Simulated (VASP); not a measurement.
Wanted: the native input for a VASP 6.6.1 run.

- Task: single point
- Functional: LDA
- Potentials or basis: VASP PAW LDA potentials, release 64 (Pt)
- Cutoff: 520 eV
- k mesh: 11 × 11 × 6
- Occupations: fermi-dirac, width 0.05 eV
- Spin: no spin polarisation
- Dipole correction: no
- Further INCAR settings: ALGO = Fast; EDIFF = 1e-06; NBANDS = 17

The structure of Pt lies in POSCAR:

```
Pt
1.0
    2.7421371004      0.0000000000      0.0000000000
   -1.3710685502      2.3747603895      0.0000000000
    0.0000000000      0.0000000000      4.7599710578
Pt
2
Direct
    0.3333333333      0.6666666667      0.2500000000
    0.6666666667      0.3333333333      0.7500000000
```

This cell differs from its parent crystal: volume scaled by 0.98.

These files were run (other wordings do the same):

INCAR

```
SYSTEM = Pt
PREC     = Accurate       ! precision mode
ENCUT    = 520            ! plane-wave cutoff, eV
EDIFF    = 1E-6           ! SCF threshold, eV
ISMEAR   = -1             ! smearing method
SIGMA    = 0.05           ! smearing width, eV
LREAL    = .False.        ! projectors in reciprocal space
LASPH    = .True.         ! aspherical terms in the spheres
NELM     = 60             ! most SCF steps
ALGO     = Fast           ! electronic algorithm
ISIF     = 2              ! what is computed and relaxed
LWAVE    = .False.        ! write WAVECAR
LCHARG   = .True.         ! write CHGCAR
GGA      = CA             ! functional
LELF     = .True.         ! ELF
LVHAR    = .True.       
NBANDS   = 17             ! bands
```

KPOINTS

```
regular mesh
0
Gamma
  11 11 6
  0 0 0
```

Potentials or basis: VASP PAW LDA potentials, release 64 (Pt).

Command:

```bash
$ cat potpaw_LDA.64/Pt/POTCAR > POTCAR
$ mpirun -np 1 vasp_std > vasp.out
```

Results of the run:

| Property | Result |
| --- | --- |
| Pressure | -10.4 GPa |
| Band gap on the k mesh | zero (band 10 reaches 11.00 eV, above the bottom of band 11 at 9.78 eV) |

Caveat: spin-orbit coupling is left out, which moves the levels of the heavy elements.

Run time: 15 s on 1 thread of Intel(R) Xeon(R) Platinum 8488C (Sapphire Rapids), with other jobs on the host, peak memory 0.14 GiB.
